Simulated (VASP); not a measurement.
# Ta2N (P-3m1) in VASP: notebook

The runs below take Ta2N through single point, with LDA.

All numbers are computed with VASP 6.6.1; they aren't measurements. Logs are shortened: lines on timing, memory, paths and dates and some standing lists are left out, and cuts for length are marked.

## Step 1: The cell of the first run

Symmetry: P-3m1, No. 164, trigonal system. Conventional cell: a = 3.027 Å, b = 3.027 Å, c = 4.751 Å, α = 90.00°, β = 90.00°, γ = 120.00°. Ta (site symmetry 3m) has 3 N at 2.13 Å and 12 Ta at 2.91 to 3.03 Å within 3.1 Å. N (site symmetry -3m) has 6 Ta at 2.13 Å within 2.8 Å.

## Step 2: Single point, LDA (12.57 Å³/atom)

The input, INCAR:

```
ALGO     = Normal         # electronic algorithm
EDIFF    = 1E-6           # SCF threshold, eV
ENCUT    = 520            # plane-wave cutoff, eV
GGA      = CA             # functional
ISIF     = 2              # what is computed and relaxed
ISMEAR   = 0              # smearing method
LASPH    = T              # aspherical terms in the spheres
LCHARG   = F              # write CHGCAR
LREAL    = F              # projectors in reciprocal space
LWAVE    = F              # write WAVECAR
NBANDS   = 20             # bands
NELM     = 100            # most SCF steps
PREC     = Accurate       # precision mode
SIGMA    = 0.1            # smearing width, eV
```

The input, KPOINTS:

```
k-points
0
Gamma
  15 15 10
```

The input, POSCAR:

```
Ta2N
1.0
    3.0270993319     -0.0000000028      0.0000000000
   -1.5135496635      2.6215449226      0.0000000000
    0.0000000000      0.0000000000      4.7510267226
Ta N
2 1
Direct
    0.6666666667      0.3333333333      0.7448855633
    0.3333333333      0.6666666667      0.2551144367
    0.0000000000      0.0000000000      0.0000000000
```

Potentials or basis: VASP PAW LDA potentials, release 64 (Ta_pv, N).

Started as:

```console
$ cat potpaw_LDA.64/Ta_pv/POTCAR potpaw_LDA.64/N/POTCAR > POTCAR
$ mpirun -np 1 vasp_std > vasp.out
```

OUTCAR:

```text
EDIFF = 1E-6
   ENCUT = 520
   GGA = CA
   ISIF = 2
   ISMEAR = 0
   LASPH = T
   LREAL = F
   NELM = 100
   PREC = Accurate

 ion  position               nearest neighbor table
   1  0.667  0.333  0.745-   3 2.13   3 2.13   3 2.13   2 2.91   2 2.91   2 2.91   2 2.99   2 2.99
                             2 2.99
   2  0.333  0.667  0.255-   3 2.13   3 2.13   3 2.13   1 2.91   1 2.91   1 2.91   1 2.99   1 2.99
                             1 2.99
   3  0.000  0.000  0.000-   1 2.13   2 2.13   2 2.13   1 2.13   1 2.13   2 2.13

  LATTYP: Found a hexagonal cell.
 ALAT       =     3.0270993319
 C/A-ratio  =     1.5694981240

  Lattice vectors:

 A1 = (   3.0270993319,  -0.0000000028,   0.0000000000)
 A2 = (  -1.5135496635,   2.6215449226,   0.0000000000)
 A3 = (   0.0000000000,   0.0000000000,   4.7510267226)

Analysis of symmetry for initial positions (statically):
=====================================================================
 Subroutine PRICEL returns:
 Original cell was already a primitive cell.

 Routine SETGRP: Setting up the symmetry group for a
 hexagonal supercell.

 Subroutine GETGRP returns: Found 12 space group operations
 (whereof 12 operations were pure point group operations)
 out of a pool of 24 trial point group operations.

The static configuration has the point symmetry D_3d.

Analysis of symmetry for dynamics (positions and initial velocities):
=====================================================================
 Subroutine PRICEL returns:
 Original cell was already a primitive cell.

 Routine SETGRP: Setting up the symmetry group for a
 hexagonal supercell.

 Subroutine GETGRP returns: Found 12 space group operations
 (whereof 12 operations were pure point group operations)
 out of a pool of 24 trial point group operations.

The dynamic configuration has the point symmetry D_3d.

 Subroutine INISYM returns: Found 12 space group operations
 (whereof 12 operations are pure point group operations),
 and found     1 'primitive' translations

----------------------------------------------------------------------------------------

                                     Primitive cell

  volume of cell :      37.7026

  direct lattice vectors                    reciprocal lattice vectors
     3.027099332 -0.000000003  0.000000000     0.330349252  0.190727229  0.000000000
    -1.513549664  2.621544923  0.000000000     0.000000000  0.381454459  0.000000000
     0.000000000  0.000000000  4.751026723     0.000000000  0.000000000  0.210480820

  length of vectors
     3.027099332  3.027099332  4.751026723     0.381454459  0.381454459  0.210480820

  position of ions in fractional coordinates (direct lattice)
     0.666666667  0.333333333  0.744885563
     0.333333333  0.666666667  0.255114437
     0.000000000  0.000000000  0.000000000

  ion indices of the primitive-cell ions
   primitive index   ion index
                 1           1
                 2           2
                 3           3

----------------------------------------------------------------------------------------

 KPOINTS: k-points

Automatic generation of k-mesh.
 Grid dimensions read from file:
 generate k-points for:   15   15   10

 Generating k-lattice:

  Cartesian coordinates                     Fractional coordinates (reciprocal lattice)
     0.022023283  0.012715149  0.000000000     0.066666667  0.000000000  0.000000000
     0.000000000  0.025430297  0.000000000     0.000000000  0.066666667  0.000000000
     0.000000000  0.000000000  0.021048082     0.000000000  0.000000000  0.100000000

  Length of vectors
     0.025430297  0.025430297  0.021048082

  Shift w.r.t. Gamma in fractional coordinates (k-lattice)
     0.000000000  0.000000000  0.000000000

 Subroutine IBZKPT returns following result:
 ===========================================

 Found    238 irreducible k-points:

 Following reciprocal coordinates:
            Coordinates               Weight
  0.000000  0.000000  0.000000      1.000000
  0.066667  0.000000  0.000000      6.000000
  0.133333 -0.000000  0.000000      6.000000
  0.200000  0.000000  0.000000      6.000000
  0.266667 -0.000000  0.000000      6.000000
  0.333333  0.000000  0.000000      6.000000
[... 16 lines left out ...]
  0.333333  0.200000  0.000000     12.000000
  0.400000  0.200000  0.000000      6.000000
 [... further k-points ...]
   k-points           NKPTS =    238   k-points in BZ     NKDIM =    238   number of bands    NBANDS=     20
   number of dos      NEDOS =    301   number of ions     NIONS =      3
   total plane-waves  NPLWV =  20736
   dimension x,y,z NGX =    24 NGY =   24 NGZ =   36
   dimension x,y,z NGXF=    48 NGYF=   48 NGZF=   72
   ions per type =               2   1
   NGX,Y,Z   is equivalent  to a cutoff of  13.18, 13.18, 12.60 a.u.
   NGXF,Y,Z  is equivalent  to a cutoff of  26.36, 26.36, 25.19 a.u.
 SYSTEM =  unknown system
   PREC   = accura    normal or accurate (medium, high low for compatibility)
   ISTART =      0    job   : 0-new  1-cont  2-samecut
   ICHARG =      2    charge: 1-file 2-atom 10-const
   ISPIN  =      1    spin polarized calculation?
   LNONCOLLINEAR =      F non collinear calculations
   LSORBIT =      F    spin-orbit coupling
   LASPH  =      T    aspherical Exc in radial PAW
   ENCUT  =  520.0 eV  38.22 Ry    6.18 a.u.   5.63  5.63  8.83*2*pi/ulx,y,z
   NELM   =    100;   NELMIN=  2; NELMDL= -5     # of ELM steps
   EDIFF  = 0.1E-05   stopping-criterion for ELM
   LREAL  =      F    real-space projection
[... 7 lines left out ...]
   TEBEG  =    0.0;   TEEND  =   0.0 temperature during run
   PSTRESS=    0.0 pullay stress
   NELECT =      27.0000    total number of electrons
   NUPDOWN=      -1.0000    fix difference up-down
   EMIN   =  10.00;   EMAX   =-10.00  energy-range for DOS
   EFERMI =   0.00;   METHOD = LEGACY
   ISMEAR =     0;   SIGMA  =   0.10  broadening in eV -4-tet -1-fermi 0-gaus
   EFERMI_NEDOS =   21; number of points for ismear=-14 and -15
   IALGO  =     38    algorithm
   IMIX   =      4    mixing-type and parameters
     AMIX     =   0.40;   BMIX     =  1.00
     AMIX_MAG =   1.60;   BMIX_MAG =  1.00
  volume/ion in A,a.u.               =      12.57        84.81
  Fermi-wavevector in a.u.,A,eV,Ry     =   1.464667  2.767820 29.187896  2.145250
  Thomas-Fermi vector in A             =   2.580616
   LORBIT       =      0    0 simple, 1 ext, 2 COOP (PROOUT), +10 PAW based schemes
   GGA     = CA    functional components
   LHFCALC =     F    Hartree Fock is set to
   AEXX    =    0.0000 exact exchange contribution
   IVDW    =     0    specifies the selected vdW correction
   LEPSILON=     F    determine dielectric tensor
   LRPA    =     F    only Hartree local field effects (RPA)
 non-spin polarized calculation
 Gauss-broadening in eV      SIGMA  =   0.10
  energy-cutoff  :      520.00
  volume of cell :       37.70
 maximum number of plane-waves:      1032
 NGX is ok and might be reduce to    24
   NGX = 11   NGY = 11   NGZ = 17

 number of electron      27.0000001 magnetization

 Free energy of the ion-electron system (eV)
  ---------------------------------------------------
  ext. energy  EPLUGINS =         0.00000000
  ---------------------------------------------------
  free energy    TOTEN  =       -37.61060829 eV

  energy without entropy =      -37.60524788  energy(sigma->0) =      -37.60792809

 E-fermi :   8.0868     XC(G=0): -13.4718

 val. band max:        8.0843166813   @ k =  -0.0000   0.2667   0.3000
 cond. band min:       8.0900845829   @ k =  -0.2667  -0.4000   0.4000
 fundamental gap:      0.0057679016
 Fermi energy:         8.0867949148

 k-point     1 :       0.0000    0.0000    0.0000
  band No.  band energies     occupation
      1     -27.4283      2.00000
      2     -26.4308      2.00000
      3     -26.4308      2.00000
      4     -26.2696      2.00000
      5     -26.2696      2.00000
      6     -26.1436      2.00000
[... 12 lines left out ...]
     19       9.3493      0.00000
     20      13.7436      0.00000

 k-point     2 :       0.0667    0.0000    0.0000
  band No.  band energies     occupation
      1     -27.4107      2.00000
      2     -26.4680      2.00000
      3     -26.4442      2.00000
      4     -26.3068      2.00000
      5     -26.2720      2.00000
      6     -26.1500      2.00000
[... 12 lines left out ...]
     19       9.7280      0.00000
     20      13.7905      0.00000

 k-point     3 :       0.1333   -0.0000    0.0000
  band No.  band energies     occupation
      1     -27.3592      2.00000
      2     -26.5731      2.00000
      3     -26.4807      2.00000
      4     -26.4089      2.00000
      5     -26.2807      2.00000
      6     -26.1700      2.00000
[... 12 lines left out ...]
     19      10.7652      0.00000
     20      13.6833      0.00000

 k-point     4 :       0.2000    0.0000    0.0000
  band No.  band energies     occupation
      1     -27.2788      2.00000
      2     -26.7276      2.00000
      3     -26.5516      2.00000
      4     -26.5309      2.00000
      5     -26.2965      2.00000
      6     -26.2049      2.00000
[... 12 lines left out ...]
     19      11.9962      0.00000
     20      13.3954      0.00000

 k-point     5 :       0.2667   -0.0000    0.0000
  band No.  band energies     occupation
      1     -27.1792      2.00000
      2     -26.9019      2.00000
      3     -26.7061      2.00000
      4     -26.5854      2.00000
      5     -26.3172      2.00000
      6     -26.2553      2.00000
[... 12 lines left out ...]
     19      12.8422      0.00000
     20      13.4932      0.00000

 k-point     6 :       0.3333    0.0000    0.0000
  band No.  band energies     occupation
      1     -27.1139      2.00000
      2     -27.0211      2.00000
      3     -26.8468      2.00000
      4     -26.6353      2.00000
      5     -26.3388      2.00000
      6     -26.3190      2.00000
[... 12 lines left out ...]
     19      12.8634      0.00000
     20      14.0765      0.00000

 k-point     7 :       0.4000    0.0000    0.0000
  band No.  band energies     occupation
      1     -27.2151      2.00000
      2     -26.9589      2.00000
      3     -26.9344      2.00000
      4     -26.6730      2.00000
      5     -26.3885      2.00000
      6     -26.3565      2.00000
[... 12 lines left out ...]
     19      12.8891      0.00000
     20      13.5069      0.00000
[... 277 lines left out ...]
 k-point    20 :       0.4000    0.1333    0.0000
  band No.  band energies     occupation
      1     -27.2491      2.00000
      2     -26.9780      2.00000
      3     -26.8270      2.00000
      4     -26.7576      2.00000
      5     -26.4704      2.00000
      6     -26.4581      2.00000
[... 12 lines left out ...]
     19      13.1684      0.00000
     20      13.7830      0.00000

 k-point    21 :       0.2000    0.2000    0.0000
  band No.  band energies     occupation
      1     -27.0685      2.00000
      2     -26.9676      2.00000
      3     -26.9226      2.00000
      4     -26.6138      2.00000
      5     -26.4568      2.00000
      6     -26.3346      2.00000
[... 12 lines left out ...]
     19      13.8134      0.00000
     20      13.8767      0.00000

 k-point    22 :       0.2667    0.2000    0.0000
  band No.  band energies     occupation
      1     -27.1281      2.00000
      2     -26.9582      2.00000
      3     -26.9069      2.00000
      4     -26.6962      2.00000
      5     -26.5130      2.00000
      6     -26.4047      2.00000
[... 12 lines left out ...]
     19      13.6739      0.00000
     20      14.2078      0.00000

 k-point    23 :       0.3333    0.2000    0.0000
  band No.  band energies     occupation
      1     -27.1970      2.00000
      2     -26.9535      2.00000
      3     -26.8149      2.00000
      4     -26.7815      2.00000
      5     -26.5467      2.00000
      6     -26.4770      2.00000
[... 12 lines left out ...]
     19      13.2103      0.00000
     20      14.6226      0.00000

 k-point    24 :       0.4000    0.2000    0.0000
  band No.  band energies     occupation
      1     -27.2219      2.00000
      2     -26.9384      2.00000
      3     -26.8259      2.00000
      4     -26.7686      2.00000
      5     -26.5574      2.00000
      6     -26.5158      2.00000
[... 12 lines left out ...]
     19      12.8739      0.00000
     20      14.8576      0.00000

 [... further k-points ...]

------------------------ aborting loop because EDIFF is reached ----------------------------------------

  FORCE on cell =-STRESS in cart. coord.  units (eV):
  Direction    XX          YY          ZZ          XY          YZ          ZX
  --------------------------------------------------------------------------------------
  -------------------------------------------------------------------------------------
  Total        2.7216890      2.7216890      2.6856869      0.0000000     -0.0000000      0.0000000
  in kB      115.6585183    115.6585183    114.1286053      0.0000000     -0.0000000      0.0000000
  external PRESSURE =     115.1485473 kB  Pullay stress =       0.0000000 kB

 VOLUME and BASIS-vectors are now :
 -----------------------------------------------------------------------------
  energy-cutoff  :      520.00
  volume of cell :       37.70
      direct lattice vectors                 reciprocal lattice vectors
     3.027099332 -0.000000003  0.000000000     0.330349252  0.190727229  0.000000000
    -1.513549664  2.621544923  0.000000000     0.000000000  0.381454459  0.000000000
     0.000000000  0.000000000  4.751026723     0.000000000  0.000000000  0.210480820

 POSITION                                       TOTAL-FORCE (eV/Angst)
 -----------------------------------------------------------------------------------
      1.51355      0.87385      3.53897        -0.000000      0.000000     -0.053289
      0.00000      1.74770      1.21206         0.000000     -0.000000      0.053289
      0.00000      0.00000      0.00000         0.000000      0.000000      0.000000
 -----------------------------------------------------------------------------------
    total drift:                                0.000000     -0.000000     -0.000000

  FREE ENERGIE OF THE ION-ELECTRON SYSTEM (eV)
  ---------------------------------------------------
  free  energy   TOTEN  =       -37.6106082915 eV

  energy  without entropy=      -37.6052478828  energy(sigma->0) =      -37.60792809
```

Run time: 81 s. Hardware: 1 thread of AMD EPYC 9R45 (Zen 5), shared host; peak memory 0.24 GiB.

Results:

```
Free energy            : -37.6106 eV
Pressure               : 11.5 GPa
Largest force          : 0.053 eV/Å
Band gap on the k mesh : zero (an odd number of electrons rules out a gap without spin polarisation)
```

Forces in eV/Å, atoms in the order of the input:
```
Ta   0.000  0.000 -0.053
Ta   0.000  0.000  0.053
N    0.000  0.000  0.000
```

Caveat: the cell stands under pressure; spin-orbit coupling is left out, which moves the levels of the heavy elements.

[end of part 1 of 2]
